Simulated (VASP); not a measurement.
# TePb (Fm-3m) in VASP: notebook

Runs on TePb. Level: PBE. Tasks: single point.

All numbers are computed with VASP 6.6.1; they aren't measurements. Logs are shortened: lines on timing, memory, paths and dates and some standing lists are left out, and cuts for length are marked.

### 1 The cell of the first run

The structure is cubic, space group Fm-3m (No. 225). The conventional cell has a = 6.497 Å, b = 6.497 Å, c = 6.497 Å, α = 90.00°, β = 90.00°, γ = 90.00°. Within 4.3 Å of Te (site symmetry m-3m) lie 6 Pb at 3.25 Å. Pb (site symmetry m-3m) has 6 Te at 3.25 Å within 4.3 Å.

### 2 Single point, PBE, non-collinear spin, zero start, spin-orbit coupling (34.27 Å³/atom)

Input file INCAR:

```
SYSTEM = TePb
  PREC = Accurate
  ENCUT = 500
  EDIFF = 1E-6
  ISMEAR = 0
  SIGMA = 0.02
  LREAL = .False.
  LASPH = .True.
  NELM = 200
  ALGO = Normal
  ISIF = 2
  LWAVE = .False.
  LCHARG = .False.
  LNONCOLLINEAR = .True.
  MAGMOM = 0 0 0 0 0 0
  LORBIT = 11
  LSORBIT = .True.
  GGA_COMPAT = .False.
  LORBMOM = .True.
  GGA = PE
  NBANDS = 32
```

Input file KPOINTS:

```
regular mesh
0
Gamma
  10 10 10
  0 0 0
```

Input file POSCAR:

```
TePb
1.0
    0.0000000000      3.2483050867      3.2483050867
    3.2483050867      0.0000000000      3.2483050867
    3.2483050867      3.2483050867      0.0000000000
Te Pb
1 1
Direct
    0.5000000000      0.5000000000      0.5000000000
    0.0000000000      0.0000000000      0.0000000000
```

Potentials or basis: VASP PAW PBE potentials, release 64 (Te, Pb_d).

Command:

```console
> cat potpaw_PBE.64/Te/POTCAR potpaw_PBE.64/Pb_d/POTCAR > POTCAR
> mpirun -np 1 vasp_ncl > vasp.out
```

OUTCAR:

```text
SYSTEM = TePb
   PREC = Accurate
   ENCUT = 500
   EDIFF = 1E-6
   ISMEAR = 0
   LREAL = .False.
   LASPH = .True.
   NELM = 200
   ISIF = 2
   LNONCOLLINEAR = .True.
   LORBIT = 11
   LSORBIT = .True.
   GGA = PE

 ion  position               nearest neighbor table
   1  0.500  0.500  0.500-   2 3.25   2 3.25   2 3.25   2 3.25   2 3.25   2 3.25
   2  0.000  0.000  0.000-   1 3.25   1 3.25   1 3.25   1 3.25   1 3.25   1 3.25

  LATTYP: Found a face centered cubic cell.
 ALAT       =     6.4966101734

  Lattice vectors:

 A1 = (   0.0000000000,   3.2483050867,   3.2483050867)
 A2 = (   3.2483050867,   0.0000000000,   3.2483050867)
 A3 = (   3.2483050867,   3.2483050867,   0.0000000000)

Analysis of symmetry for initial positions (statically):
=====================================================================
 Subroutine PRICEL returns:
 Original cell was already a primitive cell.

 Routine SETGRP: Setting up the symmetry group for a
 face centered cubic supercell.

 Subroutine GETGRP returns: Found 48 space group operations
 (whereof 48 operations were pure point group operations)
 out of a pool of 48 trial point group operations.

The static configuration has the point symmetry O_h .

Analysis of symmetry for dynamics (positions and initial velocities):
=====================================================================
 Subroutine PRICEL returns:
 Original cell was already a primitive cell.

 Routine SETGRP: Setting up the symmetry group for a
 face centered cubic supercell.

 Subroutine GETGRP returns: Found 48 space group operations
 (whereof 48 operations were pure point group operations)
 out of a pool of 48 trial point group operations.

The dynamic configuration has the point symmetry O_h .

Analysis of structural, dynamic, and magnetic symmetry:
=====================================================================
 Subroutine PRICEL returns:
 Original cell was already a primitive cell.

 Routine SETGRP: Setting up the symmetry group for a
 face centered cubic supercell.

 Subroutine GETGRP returns: Found 48 space group operations
 (whereof 48 operations were pure point group operations)
 out of a pool of 48 trial point group operations.

The overall configuration has the point symmetry O_h .

 Subroutine INISYM returns: Found 48 space group operations
 (whereof 48 operations are pure point group operations),
 and found     1 'primitive' translations

----------------------------------------------------------------------------------------

[... 1017 lines left out ...]
    total drift:                               -0.000000      0.000000      0.000000

  FREE ENERGIE OF THE ION-ELECTRON SYSTEM (eV)
  ---------------------------------------------------
  free  energy   TOTEN  =        -8.0461735838 eV

  energy  without entropy=       -8.0461673860  energy(sigma->0) =       -8.04617048

 orbital moment (x)

 # of ion     p       d       tot
 ----------------------------------------
  1         0.000  -0.000   0.000
  2         0.000  -0.000   0.000
 ----------------------------------------
            0.000  -0.000   0.000

 orbital moment (y)

 # of ion     p       d       tot
 ----------------------------------------
  1         0.000   0.000   0.000
  2        -0.000  -0.000  -0.000
 ----------------------------------------
            0.000  -0.000   0.000

 orbital moment (z)

 # of ion     p       d       tot
 ----------------------------------------
  1         0.000   0.000   0.000
  2        -0.000   0.000  -0.000
 ----------------------------------------
           -0.000   0.000  -0.000

 Spin-Orbit-Coupling matrix elements

 Ion:    1  E_soc:     -0.2170970
 l=   1
     0.0000000    -0.0362210    -0.0362210
    -0.0362210     0.0000000    -0.0362210
    -0.0362210    -0.0362210     0.0000000
 l=   2
     0.0000000    -0.0000093     0.0000000    -0.0000093     0.0000475
    -0.0000093     0.0000000     0.0000356    -0.0000093     0.0000119
     0.0000000     0.0000356     0.0000000     0.0000356     0.0000000
    -0.0000093    -0.0000093     0.0000356     0.0000000     0.0000119
     0.0000475     0.0000119     0.0000000     0.0000119     0.0000000
 l=   3
     0.0000000     0.0000000     0.0000000     0.0000000     0.0000000     0.0000000     0.0000000
     0.0000000     0.0000000     0.0000000     0.0000000     0.0000000     0.0000000     0.0000000
     0.0000000     0.0000000     0.0000000     0.0000000     0.0000000     0.0000000     0.0000000
     0.0000000     0.0000000     0.0000000     0.0000000     0.0000000     0.0000000     0.0000000
     0.0000000     0.0000000     0.0000000     0.0000000     0.0000000     0.0000000     0.0000000
     0.0000000     0.0000000     0.0000000     0.0000000     0.0000000     0.0000000     0.0000000
     0.0000000     0.0000000     0.0000000     0.0000000     0.0000000     0.0000000     0.0000000

 Ion:    2  E_soc:     -0.8979634
 l=   1
     0.0000000    -0.0823713    -0.0823713
    -0.0823713     0.0000000    -0.0823713
    -0.0823713    -0.0823713     0.0000000
 l=   2
     0.0000000    -0.0134576     0.0000000    -0.0134576    -0.0538316
    -0.0134576     0.0000000    -0.0403737    -0.0134576    -0.0134579
     0.0000000    -0.0403737     0.0000000    -0.0403737     0.0000000
    -0.0134576    -0.0134576    -0.0403737     0.0000000    -0.0134579
    -0.0538316    -0.0134579     0.0000000    -0.0134579     0.0000000
 l=   3
     0.0000000     0.0000000     0.0000000     0.0000000     0.0000000     0.0000000     0.0000000
     0.0000000     0.0000000     0.0000000     0.0000000     0.0000000     0.0000000     0.0000000
     0.0000000     0.0000000     0.0000000     0.0000000     0.0000000     0.0000000     0.0000000
     0.0000000     0.0000000     0.0000000     0.0000000     0.0000000     0.0000000     0.0000000
     0.0000000     0.0000000     0.0000000     0.0000000     0.0000000     0.0000000     0.0000000
     0.0000000     0.0000000     0.0000000     0.0000000     0.0000000     0.0000000     0.0000000
     0.0000000     0.0000000     0.0000000     0.0000000     0.0000000     0.0000000     0.0000000

 total charge

# of ion       s       p       d       tot
------------------------------------------
    1        1.377   1.986   0.018   3.381
    2        1.452   0.597   9.833  11.881
--------------------------------------------------
tot          2.829   2.583   9.850  15.262

 magnetization (x)

# of ion       s       p       d       tot
------------------------------------------
    1       -0.000  -0.000   0.000  -0.000
    2       -0.000   0.000   0.000   0.000
--------------------------------------------------
tot         -0.000  -0.000   0.000  -0.000

 magnetization (y)

# of ion       s       p       d       tot
------------------------------------------
    1       -0.000  -0.000  -0.000  -0.000
    2       -0.000   0.000   0.000   0.000
--------------------------------------------------
tot         -0.000  -0.000   0.000  -0.000

 magnetization (z)

# of ion       s       p       d       tot
------------------------------------------
    1       -0.000  -0.000   0.000  -0.000
    2       -0.000   0.000   0.000  -0.000
--------------------------------------------------
tot         -0.000  -0.000   0.000  -0.000
```

Wall time 2.5 min (1 thread of Intel Xeon 6975P-C (Granite Rapids), shared host); peak memory 0.47 GiB.

What came out:

* Free energy: -8.0462 eV
* Pressure: 1.3 GPa
* Net moment: 0.00 μB per cell
* Valence electrons inside the program's atomic spheres: Te 3.38; Pb 11.88

Moments on the atoms (μB; x, y, z):
```
Te  0.00 0.00 0.00
Pb  0.00 0.00 0.00
```

### 3 Single point, PBE, non-collinear spin, zero start, spin-orbit coupling (37.45 Å³/atom)

This run uses another cell than the first one, of 37.45 Å³/atom.

Input file INCAR:

```
SYSTEM = TePb
  ALGO = Normal
  EDIFF = 1E-6
  ENCUT = 500
  GGA = PE
  GGA_COMPAT = .False.
  ISIF = 2
  ISMEAR = 0
  LASPH = .True.
  LCHARG = .False.
  LORBIT = 11
  LORBMOM = .True.
  LREAL = .False.
  LSORBIT = .True.
  LWAVE = .False.
  MAGMOM = 0 0 0 0 0 0
  NBANDS = 32
  NELM = 200
  PREC = Accurate
  SIGMA = 0.02
```

Input file KPOINTS:

```
k-points
0
Gamma
  10 10 10
  0 0 0
```

Input file POSCAR:

```
TePb
1.0
    0.0000000000      3.3458119082      3.3458119082
    3.3458119082      0.0000000000      3.3458119082
    3.3458119082      3.3458119082      0.0000000000
Te Pb
1 1
Direct
    0.5000000000      0.5000000000      0.5000000000
    0.0000000000      0.0000000000      0.0000000000
```

Potentials or basis: VASP PAW PBE potentials, release 64 (Te, Pb_d).

Command:

```console
> cat potpaw_PBE.64/Te/POTCAR potpaw_PBE.64/Pb_d/POTCAR > POTCAR
> mpirun -np 1 vasp_ncl > vasp.out
```

It took 2.5 min on 1 thread of Intel Xeon 6975P-C (Granite Rapids), shared host; peak memory 0.47 GiB.

The run converged. Its results:

```
Free energy                                           : -8.0304 eV
Pressure                                              : -1.9 GPa
Net moment                                            : 0.00 μB per cell
Valence electrons inside the program's atomic spheres : Te 3.35; Pb 11.83
```

Moments on the atoms (μB; x, y, z):
```
Te  0.00 0.00 0.00
Pb  0.00 0.00 0.00
```
